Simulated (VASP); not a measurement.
Input of a VASP 6.6.1 run:

INCAR

```
SYSTEM = InSe
ALGO = Normal
EDIFF = 1E-6
ENCUT = 520
GGA = PE
ISIF = 2
ISMEAR = 0
IVDW = 12
LASPH = .True.
LCHARG = .True.
LELF = .True.
LREAL = .False.
LVHAR = .True.
LWAVE = .False.
NBANDS = 48
NELM = 80
PREC = Accurate
SIGMA = 0.03
```

The input KPOINTS:

```
k-points
0
Gamma
  12 12 2
  0 0 0
```

The input POSCAR:

```
InSe
1.0
    3.7898651969      0.0000000000      0.0000000000
   -1.8949325984      3.2821195374      0.0000000000
    0.0000000000      0.0000000000     16.7623717135
In Se
4 4
Direct
    0.3333333333      0.6666666667      0.1666581949
    0.6666666667      0.3333333333      0.6666581949
    0.3333333333      0.6666666667      0.3333418051
    0.6666666667      0.3333333333      0.8333418051
    0.3333333333      0.6666666667      0.5898711344
    0.6666666667      0.3333333333      0.0898711344
    0.3333333333      0.6666666667      0.9101288656
    0.6666666667      0.3333333333      0.4101288656
```

Potentials or basis: VASP PAW PBE potentials, release 64 (In_d, Se).

Run with:

```sh
$ cat potpaw_PBE.64/In_d/POTCAR potpaw_PBE.64/Se/POTCAR > POTCAR
$ mpirun -np 1 vasp_std > vasp.out
```

Task: Predict the pressure.

Result: 8.5 GPa.

Task: What does it give for the band gap on the k mesh?

Result: 1.13 eV.

Forces on the atoms (eV/Å):
```
In   0.000  0.000  1.230
In   0.000  0.000  1.230
In   0.000  0.000 -1.230
In   0.000  0.000 -1.230
Se   0.000  0.000 -1.132
Se   0.000  0.000 -1.132
Se   0.000  0.000  1.132
Se   0.000  0.000  1.132
```

Caveat: the cell differs from its parent crystal (strain -0.0600 x Voigt [1, 1, 0, 0, 0, 0]); the cell stands under pressure; spin-orbit coupling is left out, which moves the levels of the heavy elements; forces of over 1 eV/Å act on the atoms, so gaps and moduli don't describe the material at rest. A k mesh can miss the band edges.
